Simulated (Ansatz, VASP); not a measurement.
ScAl3N3: VASP beside Ansatz

```
Sc Al N
1.0
     4.74297    0.00000    0.00000
     0.00000    4.74297    0.00000
     0.00000    0.00000    4.74297
Sc Al N
1 3 3
Direct
  0.50000 0.50000 0.50000
  0.50000 0.50000 0.00000
  0.00000 0.50000 0.50000
  0.50000 0.00000 0.50000
  0.50000 0.00000 0.00000
  0.00000 0.50000 0.00000
  0.00000 0.00000 0.50000
```

Change from the starting cell: species swapped into the Ce3GaBr3 type (Pm-3m, No. 221).

Alike in both runs: functional PBE; k mesh 4 × 4 × 4; occupations gaussian, width 0.2 eV; no spin polarisation.

Ansatz relaxed the structure, and its values are those at the end. VASP's run is a single point on that final structure, the one shown.

|  | VASP | Ansatz |
| --- | --- | --- |
| version | VASP 6.6.1 | Ansatz 0.2.0 |
| potentials or method | VASP PAW PBE potentials, release 64 (Sc_sv, Al, N), cutoff 600 eV | scalar-relativistic, plane waves, PAW |
| valence electrons in the cell | 35 | 35 |

|  | VASP | Ansatz | Ansatz less VASP |
| --- | --- | --- | --- |
| gap on the k mesh at the Fermi level (eV) | none | none | - |
| pressure (GPa) | 0.6 | 0.7 | +0.09 |

A gap of «none» marks a metal or a gap that the smearing closes.
